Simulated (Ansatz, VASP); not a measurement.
One calculation of ZnS, two programs

File POSCAR:

```
ZnS
1.0
    3.9229990227      0.0000000000      0.0000000000
   -1.9614995113      3.3974168126      0.0000000000
    0.0000000000      0.0000000000     12.8404590974
Zn S
4 4
Direct
    0.0000000000      0.0000000000      0.0001143924
    0.0000000000      0.0000000000      0.5001143924
    0.3333333333      0.6666666667      0.2500706174
    0.6666666667      0.3333333333      0.7500706174
    0.0000000000      0.0000000000      0.1872361436
    0.0000000000      0.0000000000      0.6872361436
    0.3333333333      0.6666666667      0.4375788466
    0.6666666667      0.3333333333      0.9375788466
```

INCAR.step1

```
PREC = Accurate ; ENCUT = 520
ISMEAR = 0 ; SIGMA = 0.05
LREAL = False ; LASPH = True
NELM = 80 ; NBANDS = 46
GGA = PE ; ALGO = Normal
EDIFF = 1E-4 ; LWAVE = True
LCHARG = False
```

Contents of INCAR.step2:

```
PREC = Accurate ; ENCUT = 520
EDIFF = 1E-6 ; ISMEAR = 0
SIGMA = 0.05 ; LREAL = False
LASPH = True ; NELM = 80
ALGO = Normal ; ISIF = 2
LWAVE = False ; LCHARG = False
METAGGA = R2SCAN ; LMIXTAU = True
NBANDS = 46 ; ISTART = 1
```

The input KPOINTS:

```
Automatic mesh
0
Gamma
  6 6 2
```

Input for Ansatz:

```yaml
crystal:
  lattice:
    - [3.9229990227, 0.0, 0.0]
    - [-1.9614995113, 3.3974168126, 0.0]
    - [0.0, 0.0, 12.8404590974]
  atoms:
    - { symbol: Zn, position: [0.0, 0.0, 0.0001143924] }
    - { symbol: Zn, position: [0.0, 0.0, 0.5001143924] }
    - { symbol: Zn, position: [0.3333333333, 0.6666666667, 0.2500706174] }
    - { symbol: Zn, position: [0.6666666667, 0.3333333333, 0.7500706174] }
    - { symbol: S, position: [0.0, 0.0, 0.1872361436] }
    - { symbol: S, position: [0.0, 0.0, 0.6872361436] }
    - { symbol: S, position: [0.3333333333, 0.6666666667, 0.4375788466] }
    - { symbol: S, position: [0.6666666667, 0.3333333333, 0.9375788466] }
basis:
  ecutwfc: 500
kpoints:
  mp_grid: { grid: [6, 6, 2] }
hamiltonian:
  xc: r2scan
scf:
  occupations: { method: gaussian, width: 0.05 }
output:
  forces: true
  stress: true
  eigenvalues: true
```

Change from the starting cell: strain +0.030 along x and y, +0.030 along z, atoms carried along.

Alike in both runs: task single point; functional r2SCAN; k mesh 6 × 6 × 2; occupations gaussian, width 0.05 eV; no spin polarisation.

|  | VASP | Ansatz |
| --- | --- | --- |
| version | VASP 6.6.1 | Ansatz 0.2.0 |
| potentials or method | VASP PAW PBE potentials, release 64 (Zn, S), cutoff 520 eV | scalar-relativistic, plane waves, PAW |
| valence electrons in the cell | 72 | 72 |

VASP gave:

```
gap on the k mesh at the Fermi level (eV) : 2.34
least direct gap on the mesh (eV)         : 2.34
pressure (GPa)                            : -5.8
rms of the force components (eV/Å)        : 0.006
```

Q: What did Ansatz give for the same quantities?

A: gap on the k mesh at the Fermi level (eV): 2.33; least direct gap on the mesh (eV): 2.33; pressure (GPa): -5.7; rms of the force components (eV/Å): 0.005.

VASP's potentials were made for PBE, not for r2SCAN. Atom by atom the forces differ by 0.001 eV/Å (rms over components). With one functional, cell and mesh, what is left measures potentials, basis and numerics.
